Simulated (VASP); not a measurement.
Here is a VASP 6.6.1 calculation.

The input INCAR:

```
SYSTEM = ZnMo3
ALGO     = Normal         ! electronic algorithm
EDIFF    = 1E-7           ! SCF threshold, eV
ENCUT    = 520            ! plane-wave cutoff, eV
GGA      = PE             ! functional
ISIF     = 2              ! what is computed and relaxed
ISMEAR   = -1             ! smearing method
LASPH    = .TRUE.         ! aspherical terms in the spheres
LCHARG   = .TRUE.         ! write CHGCAR
LELF     = .TRUE.         ! ELF
LREAL    = .FALSE.        ! projectors in reciprocal space
LVHAR    = .TRUE.       
LWAVE    = .FALSE.        ! write WAVECAR
NBANDS   = 35             ! bands
NELM     = 80             ! most SCF steps
PREC     = Accurate       ! precision mode
SIGMA    = 0.1            ! smearing width, eV
```

The input KPOINTS:

```
k-points
0
G
  6 6 6
  0 0 0
```

The input POSCAR:

```
ZnMo3
1.0
    4.0393621000      0.0000000000      0.0000000000
    0.0000000000      4.0393621000      0.0000000000
    0.0000000000      0.0000000000      4.0393621000
Zn Mo
1 3
Direct
    0.0000000000      0.0000000000      0.0000000000
    0.0000000000      0.5000000000      0.5000000000
    0.5000000000      0.0000000000      0.5000000000
    0.5000000000      0.5000000000      0.0000000000
```

Potentials or basis: VASP PAW PBE potentials, release 64 (Zn, Mo_sv).

Command:

```bash
$ cat potpaw_PBE.64/Zn/POTCAR potpaw_PBE.64/Mo_sv/POTCAR > POTCAR
$ mpirun -np 1 vasp_std > vasp.out
```

Estimate the band gap on the k mesh.

zero (band 27 reaches 10.08 eV, above the bottom of band 28 at 8.73 eV).

Predict the pressure.

-13.9 GPa.
